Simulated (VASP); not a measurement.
Set up this calculation in VASP 6.6.1, as the native input.

| Property | Result |
| --- | --- |
| Task | single point |
| Functional | BLYP |
| Dispersion | D3(BJ) |
| Potentials or basis | VASP PAW PBE potentials, release 64 (Se, Zn) |
| Cutoff | 520 eV |
| k mesh | 8 × 8 × 8 |
| Occupations | fermi-dirac, width 0.05 eV |
| Spin | no spin polarisation |
| Dipole correction | no |
| Further INCAR settings | ALGO = Normal; EDIFF = 1e-07; NBANDS = 16 |

The structure of ZnSe (Stilleite) lies in POSCAR:

```
ZnSe
1.0
    0.0000000000      2.8338000000      2.8338000000
    2.8338000000      0.0000000000      2.8338000000
    2.8338000000      2.8338000000      0.0000000000
Se Zn
1 1
Direct
    0.7500000000      0.7500000000      0.7500000000
    0.0000000000      0.0000000000      0.0000000000
```

One way to write it, as run:

INCAR

```
SYSTEM = ZnSe
PREC = Accurate ; ENCUT = 520
EDIFF = 1E-7 ; ISMEAR = -1
SIGMA = 0.05 ; LREAL = .FALSE.
LASPH = .TRUE. ; NELM = 100
ALGO = Normal ; ISIF = 2
LWAVE = .FALSE. ; LCHARG = .TRUE.
GGA = B5 ; ALDAX = 1.0
AGGAX = 1.0 ; AGGAC = 1.0
ALDAC = 0.0 ; IVDW = 12
VDW_S6 = 1.0 ; VDW_S8 = 2.6996
VDW_A1 = 0.4298 ; VDW_A2 = 4.2359
LELF = .TRUE. ; LVHAR = .TRUE.
NBANDS = 16
```

KPOINTS

```
Automatic mesh
0
G
  8 8 8
  0 0 0
```

Potentials or basis: VASP PAW PBE potentials, release 64 (Se, Zn).

Run with:

```bash
$ cat potpaw_PBE.64/Se/POTCAR potpaw_PBE.64/Zn/POTCAR > POTCAR
$ mpirun -np 1 vasp_std > vasp.out
```

Results of the run:

- Pressure: 0.0 GPa
- Band gap on the k mesh: 1.27 eV, direct
- Dispersion energy per atom: -0.716 eV

Caveat: the PAW data sets were made with another functional, which shifts forces and pressure a little.

Wall time 32 s on 1 thread of Intel(R) Xeon(R) Platinum 8375C CPU @ 2.90GHz (Ice Lake) (shared host), peak memory 0.18 GiB.
